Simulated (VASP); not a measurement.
Set up this calculation in VASP 6.6.1, as the native input.

```
Task                   : relaxation of cell and atoms
Functional             : PBE
Potentials or basis    : VASP PAW PBE potentials, release 64 (As, In_d, Sb)
Cutoff                 : 500 eV
k mesh                 : 6 × 6 × 6
Occupations            : fermi-dirac, width 0.02 eV
Spin                   : no spin polarisation
Dipole correction      : no
Further INCAR settings : ALGO = Normal; EDIFF = 1e-07; IBRION = 2; EDIFFG = -0.005; NSW = 80; ISIF = 3
```

The structure of In4SbAs3 lies in POSCAR:

```
In4SbAs3
1.0
   -3.0333117118      3.0333117118      6.0666234236
    3.0333117118     -3.0333117118      6.0666234236
    3.0333117118      3.0333117118     -6.0666234236
As In Sb
3 4 1
Direct
    0.2500000000      0.7500000000      0.5000000000
    0.5000000000      0.5000000000      0.0000000000
    0.7500000000      0.2500000000      0.5000000000
    0.8750000000      0.3750000000      0.0000000000
    0.1250000000      0.1250000000      0.5000000000
    0.3750000000      0.8750000000      0.0000000000
    0.6250000000      0.6250000000      0.5000000000
    0.0000000000      0.0000000000      0.0000000000
```

These files were run (other wordings do the same):

INCAR

```
SYSTEM = In4SbAs3
ALGO = Normal ; EDIFF = 1E-7
EDIFFG = -0.005 ; ENCUT = 500
GGA = PE ; GGA_COMPAT = .FALSE.
IBRION = 2 ; ISIF = 3
ISMEAR = -1 ; LASPH = .TRUE.
LCHARG = .FALSE. ; LREAL = .FALSE.
LWAVE = .FALSE. ; NELM = 120
NELMIN = 4 ; NSW = 80
PREC = Accurate ; SIGMA = 0.02
```

KPOINTS

```
k-points
0
G
  6 6 6
  0 0 0
```

Potentials or basis: VASP PAW PBE potentials, release 64 (As, In_d, Sb).

Launch:

```bash
$ cat potpaw_PBE.64/As/POTCAR potpaw_PBE.64/In_d/POTCAR potpaw_PBE.64/Sb/POTCAR > POTCAR
$ mpirun -np 1 vasp_std > vasp.out
```

Results of the run:

```json
{
  "Relaxed volume": "31.26 Å³/atom",
  "Relaxed cell": "a = 7.713 Å, b = 7.713 Å, c = 7.713 Å, α = 131.77°, β = 131.77°, γ = 70.60°",
  "Space group after relaxing (to 0.1 Å)": "I-42m (No. 121)",
  "Energy gained by relaxing": "97.2 meV/atom",
  "Ionic steps": "9",
  "Pressure after relaxing": "0.0 GPa",
  "Largest force after relaxing": "0.003 eV/Å",
  "Band gap on the k mesh": "zero (filled and empty bands touch)"
}
```

Caveat: semilocal functionals underestimate gaps, and a narrow one can read as zero; spin-orbit coupling is left out, which moves the levels of the heavy elements.

It took 24 min on 1 thread of Intel(R) Xeon(R) 6975P-C (Granite Rapids), on a shared host, peak memory 0.61 GiB.
